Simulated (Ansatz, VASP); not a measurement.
## Ti: VASP beside Ansatz

```
CELL_PARAMETERS angstrom
-1.64100 1.64100 1.64100
1.64100 -1.64100 1.64100
1.64100 1.64100 -1.64100
ATOMIC_POSITIONS crystal
Ti 0.00000 0.00000 0.00000
```

Alike in both runs: task single point; functional PBE; k mesh 14 × 14 × 14; no spin polarisation.

|  | VASP | Ansatz |
| --- | --- | --- |
| version | VASP 6.6.1 | Ansatz 0.2.0 |
| potentials or method | VASP PAW PBE potentials, release 64 (Ti_sv), cutoff 520 eV | all-electron LAPW, scalar-relativistic |
| occupations | methfessel-paxton of order 1, width 0.15 eV | cold, width 0.15 eV |

|  | VASP | Ansatz | Ansatz less VASP |
| --- | --- | --- | --- |
| pressure (GPa) | -2.7 | -2.5 | +0.21 |

Ansatz ran all-electron here, and VASP with PAW potentials.
